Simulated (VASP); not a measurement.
Here is a VASP 6.6.1 calculation.

File POSCAR:

```
InP
1.0
    0.0000000000      2.9538133435      2.9538133435
    2.9538133435      0.0000000000      2.9538133435
    2.9538133435      2.9538133435      0.0000000000
In P
1 1
Direct
    0.0000000000      0.0000000000      0.0000000000
    0.2500000000      0.2500000000      0.2500000000
```

INCAR.step1

```
PREC     = Accurate       # precision mode
ENCUT    = 400            # plane-wave cutoff, eV
EDIFF    = 1E-5           # SCF threshold, eV
ISMEAR   = 0              # smearing method
SIGMA    = 0.01           # smearing width, eV
LREAL    = F              # projectors in reciprocal space
LASPH    = T              # aspherical terms in the spheres
NELM     = 120            # most SCF steps
ALGO     = Normal         # electronic algorithm
ISIF     = 2              # what is computed and relaxed
LWAVE    = T              # write WAVECAR
LCHARG   = F              # write CHGCAR
NBANDS   = 16             # bands
GGA      = PE             # functional
GGA_COMPAT= F
```

File INCAR.step2:

```
PREC     = Accurate       # precision mode
ENCUT    = 400            # plane-wave cutoff, eV
EDIFF    = 1E-6           # SCF threshold, eV
ISMEAR   = 0              # smearing method
SIGMA    = 0.01           # smearing width, eV
LREAL    = F              # projectors in reciprocal space
LASPH    = T              # aspherical terms in the spheres
NELM     = 120            # most SCF steps
ALGO     = Normal         # electronic algorithm
ISIF     = 2              # what is computed and relaxed
LWAVE    = F              # write WAVECAR
LCHARG   = F              # write CHGCAR
GGA      = PE             # functional
LHFCALC  = T              # exact exchange
AEXX     = 0.2            # exact-exchange fraction
HFSCREEN = 0.3            # screening, 1/A
PRECFOCK = Normal       
NBANDS   = 16             # bands
ISTART   = 1            
GGA_COMPAT= F
```

Contents of KPOINTS:

```
Automatic mesh
0
Gamma
  4 4 4
```

Potentials or basis: VASP PAW PBE potentials, release 64 (In_d, P).

Run with:

```sh
$ cat potpaw_PBE.64/In_d/POTCAR potpaw_PBE.64/P/POTCAR > POTCAR
$ cp INCAR.step1 INCAR
$ mpirun -np 1 vasp_std > vasp.out
$ cp INCAR.step2 INCAR
$ mpirun -np 1 vasp_std > vasp.out
```

Question: What does it give for the band gap on the k mesh?

Answer: 1.08 eV.

Question: What does it give for the pressure?

Answer: 0.4 GPa.

Caveat: the k points lie up to 0.46 Å⁻¹ apart; the PAW data sets were made with another functional, which shifts forces and pressure a little; spin-orbit coupling is left out, which moves the levels of the heavy elements.
